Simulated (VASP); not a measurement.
## CdH2O2: single point with PBEsol

Crystal: CdH2O2.

```
CELL_PARAMETERS angstrom
3.02972 -1.75097 0.13727
3.02972 1.75097 0.13727
-0.20705 0.00000 4.56445
ATOMIC_POSITIONS crystal
Cd 0.06323 0.93677 0.00000
H 0.39656 0.27010 0.54687
H 0.72990 0.60344 0.45313
O 0.39655 0.27010 0.75821
O 0.72990 0.60345 0.24179
```

```
Program             : VASP 6.6.1
Task                : single point
Functional          : PBEsol
Potentials or basis : VASP PAW PBE potentials, release 64 (Cd_sv_GW, H, O)
Cutoff              : 600 eV
k mesh              : 6 × 6 × 4
Occupations         : gaussian, width 0.01 eV
Spin                : no spin polarisation
```

```json
{
 "Pressure": "0.9 GPa",
 "Largest force": "0.770 eV/Å",
 "Band gap on the k mesh": "1.63 eV, indirect (least direct gap 2.01 eV)"
}
```

Forces on the atoms (eV/Å):
```
Cd   0.000  0.000  0.000
H    0.033  0.000 -0.724
H   -0.033  0.000  0.724
O   -0.035  0.000  0.769
O    0.035  0.000 -0.769
```

Stress tensor (GPa, compression positive):
```
-0.63  0.00 -0.20
 0.00 -0.64  0.00
-0.20  0.00  3.85
```

Levels at points of the mesh, in eV from the valence-band top:
```tsv
k point	band 14	band 15	band 16	band 17	band 18	band 19	band 20	band 21
(0.00, 0.00, 0.00)	-1.13	-1.13	-0.38	-0.38	1.63	6.04	10.27	12.79
(0.50, 0.00, 0.00)	-2.97	-2.56	-2.34	0.00	6.41	6.54	8.81	10.49
(0.50, 0.50, 0.00)	-2.97	-2.56	-2.34	0.00	6.41	6.54	8.81	10.49
(0.00, 0.00, 0.50)	-1.40	-1.40	-0.07	-0.07	4.29	4.42	11.02	11.46
(0.50, 0.00, 0.50)	-2.48	-2.05	-1.84	-0.53	6.05	6.93	9.13	9.34
(0.50, 0.50, 0.50)	-2.48	-2.05	-1.84	-0.53	6.05	6.93	9.13	9.34
```

Wall time 29 s on 1 thread of Intel(R) Xeon(R) 6975P-C (Granite Rapids), with other jobs on the host, peak memory 0.23 GiB.

Caveat: the PAW data sets were made with another functional, which shifts forces and pressure a little. A k mesh can miss the band edges.
